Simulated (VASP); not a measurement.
SnP2, 3 atoms in the cell. The structure is cubic, space group Fm-3m (No. 225). The conventional cell has a = 6.177 Å, b = 6.177 Å, c = 6.177 Å, α = 90.00°, β = 90.00°, γ = 90.00°. Within 3.5 Å of Sn (site symmetry m-3m) lie 8 P at 2.67 Å. Within 3.5 Å of P (site symmetry -43m) lie 4 Sn at 2.67 Å and 6 P at 3.09 Å. 

- Program: VASP 6.6.1
- Task: relaxation of cell and atoms
- Functional: PBE
- Potentials or basis: VASP PAW PBE potentials, release 64 (Sn_d, P)
- Cutoff: 600 eV
- k mesh: 6 × 6 × 6
- Occupations: gaussian, width 0.1 eV
- Spin: no spin polarisation
- Dipole correction: no
- Further INCAR settings: ALGO = Normal; EDIFF = 1e-07; IBRION = 2; EDIFFG = -0.04; NSW = 90; ISIF = 3

Potentials or basis: VASP PAW PBE potentials, release 64 (Sn_d, P).

Command:

```console
$ cat potpaw_PBE.64/Sn_d/POTCAR potpaw_PBE.64/P/POTCAR > POTCAR
$ mpirun -np 1 vasp_std > vasp.out
```

Hardware: 1 thread of Intel(R) Xeon(R) Platinum 8488C (Sapphire Rapids), on a shared host.

Question: How long does it take, and how much memory?

Answer: Wall time 36 s on 1 thread of Intel(R) Xeon(R) Platinum 8488C (Sapphire Rapids), on a shared host, peak memory 0.21 GiB. Counts: scf iterations 38, k points 16, ion steps 3.
